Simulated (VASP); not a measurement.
A run of VASP 6.6.1:

INCAR

```
SYSTEM = TiC
  PREC = Accurate
  ENCUT = 600
  EDIFF = 1E-6
  ISMEAR = -1
  SIGMA = 0.05
  LREAL = .False.
  LASPH = .True.
  NELM = 120
  ALGO = Normal
  ISIF = 2
  LWAVE = .False.
  LCHARG = .False.
  GGA = PS
  NBANDS = 15
  GGA_COMPAT = .False.
```

KPOINTS

```
regular mesh
0
Gamma
  18 18 18
  0 0 0
```

Contents of POSCAR:

```
TiC
1.0
    0.0000000000      2.1467070539      2.1467070539
    2.1467070539      0.0000000000      2.1467070539
    2.1467070539      2.1467070539      0.0000000000
Ti C
1 1
Direct
    0.0000000000      0.0000000000      0.0000000000
    0.5000000000      0.5000000000      0.5000000000
```

Potentials or basis: VASP PAW PBE potentials, release 64 (Ti_sv, C).

Command:

```bash
$ cat potpaw_PBE.64/Ti_sv/POTCAR potpaw_PBE.64/C/POTCAR > POTCAR
$ mpirun -np 1 vasp_std > vasp.out
```

Hardware: 1 thread of Intel Xeon 6975P-C, on a shared host.

**Question.** How long does it take, and how much memory?

**Answer.** Run time: 38 s on 1 thread of Intel Xeon 6975P-C, with other jobs on the host, peak memory 0.2 GiB. Counts: scf iterations 14, k points 195.
